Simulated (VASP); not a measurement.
Write the native input for VASP 6.6.1 that does the following.

```yaml
Task: single point
Functional: PBE
Dispersion: D3(BJ)
Potentials_or_basis: VASP PAW PBE potentials, release 64 (B, N)
Cutoff: 520 eV
k_mesh: 7 × 9 × 3
Occupations: gaussian, width 0.05 eV
Spin: no spin polarisation
Dipole_correction: no
Further_INCAR_settings: ALGO = Normal; EDIFF = 1e-07; NBANDS = 26; ISYM = 0
```

The structure of BN lies in POSCAR:

```
BN
1.0
    1.2538424667     -3.3394821656      0.0000000000
    2.5076849335      0.0000000000      0.0000000000
    0.0000000000      0.0000000000      9.1753276438
B N
4 4
Direct
    0.0000000000      0.0000000000      0.7879407024
    0.0000000000      0.5000000000      0.0788111775
    0.0000000000      0.0000000000      0.3151876858
    0.0000000000      0.5000000000      0.5515641941
    0.0000000000      0.0000000000      0.1575180508
    0.0000000000      0.5000000000      0.3938945591
    0.0000000000      0.0000000000      0.6302710674
    0.0000000000      0.5000000000      0.8666475757
```

This cell differs from its parent crystal: the distance across one plane changed.

The input as run:

INCAR

```
SYSTEM = BN
PREC     = Accurate       ! precision mode
ENCUT    = 520            ! plane-wave cutoff, eV
EDIFF    = 1E-7           ! SCF threshold, eV
ISMEAR   = 0              ! smearing method
SIGMA    = 0.05           ! smearing width, eV
LREAL    = .FALSE.        ! projectors in reciprocal space
LASPH    = .TRUE.         ! aspherical terms in the spheres
NELM     = 80             ! most SCF steps
ALGO     = Normal         ! electronic algorithm
ISIF     = 2              ! what is computed and relaxed
LWAVE    = .FALSE.        ! write WAVECAR
LCHARG   = .FALSE.        ! write CHGCAR
GGA      = PE             ! functional
IVDW     = 12             ! dispersion correction
ISYM     = 0            
NBANDS   = 26             ! bands
```

KPOINTS

```
regular mesh
0
G
  7 9 3
  0 0 0
```

Potentials or basis: VASP PAW PBE potentials, release 64 (B, N).

Launch:

```console
$ cat potpaw_PBE.64/B/POTCAR potpaw_PBE.64/N/POTCAR > POTCAR
$ mpirun -np 1 vasp_std > vasp.out
```

It gave:

| Property | Result |
| --- | --- |
| Pressure | -7.9 GPa |
| Largest force | 3.540 eV/Å |
| Band gap on the k mesh | 2.74 eV (least direct gap 2.85 eV) |
| Dispersion energy per atom | -0.134 eV |

Caveat: the cell differs from its parent crystal (the distance across one plane changed); the stress differs along the axes, from -21 to 0 GPa; forces of over 1 eV/Å act on the atoms, so gaps and moduli don't describe the material at rest.

It took 3.1 min on 1 thread of Intel Xeon 8259CL, with other jobs on the host, peak memory 0.29 GiB.
